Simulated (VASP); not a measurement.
Crystal: MgO.

```
Mg O
1.0
     2.53914    0.00000    0.00000
     0.00000    2.53914    0.00000
     0.00000    0.00000    2.60495
Mg O
1 1
Cartesian
  0.0000 0.0000 0.0000
  1.2696 1.2696 1.3025
```

This cell differs from its parent crystal: epitaxial xy strain -3.2%.

Base run:

```yaml
Program: VASP 6.6.1
Functional: r2SCAN
Potentials_or_basis: VASP PAW PBE potentials, release 64 (Mg, O)
Cutoff: 520 eV
k_mesh: 10 × 10 × 10
Occupations: gaussian, width 0.01 eV
Spin: no spin polarisation
```

Its results: band gap on the k mesh 4.06 eV (least direct gap 5.16 eV); pressure 12.0 GPa.

Problem. The run is repeated on the same cell with these changes: functional from r2SCAN to PBE; occupations from gaussian, width 0.01 eV to fermi-dirac, width 0.02 eV. What comes out?

Solution. Band gap on the k mesh 3.20 eV (least direct gap 4.26 eV); pressure 19.2 GPa.

Caveats: the structure was generated, so it needn't be the stable form of MgO; the stress differs along the axes, from -1 to 19 GPa (at least some runs); the PAW data sets were made with another functional, which shifts forces and pressure a little (at least some runs); the stress differs along the axes, from 6 to 26 GPa (at least some runs).

A k mesh can miss the band edges.
